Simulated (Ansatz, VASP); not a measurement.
MgC2 in VASP and in Ansatz

```
Mg C
1.0
     3.89738    0.00000    0.00000
     0.00000    3.89738    0.00000
     0.00000    0.00000    4.91969
Mg C
2 4
Direct
  0.50000 0.50000 0.00000
  0.00000 0.00000 0.50000
  0.88765 0.88765 0.00000
  0.61235 0.38766 0.50000
  0.11235 0.11235 0.00000
  0.38766 0.61235 0.50000
```

Alike in both runs: task single point; functional PBE; k mesh 4 × 4 × 4; no spin polarisation.

|  | VASP | Ansatz |
| --- | --- | --- |
| version | VASP 6.6.1 | Ansatz 0.2.0 |
| potentials or method | VASP PAW PBE potentials, release 64 (Mg, C), cutoff 520 eV | plane waves, PAW |
| occupations | gaussian, width 0.01 eV | fixed |
| valence electrons in the cell | 20 | 36 |

```csv
,VASP,Ansatz,Ansatz less VASP
pressure (GPa),4.8,4.8,+0.01
"traceless stress, the component that is largest in VASP (GPa)",-2.62,-2.39,+0.230
```

VASP's potentials hold 20 valence electrons a cell and Ansatz's 36, so a difference there can come from the potentials and not from the codes.
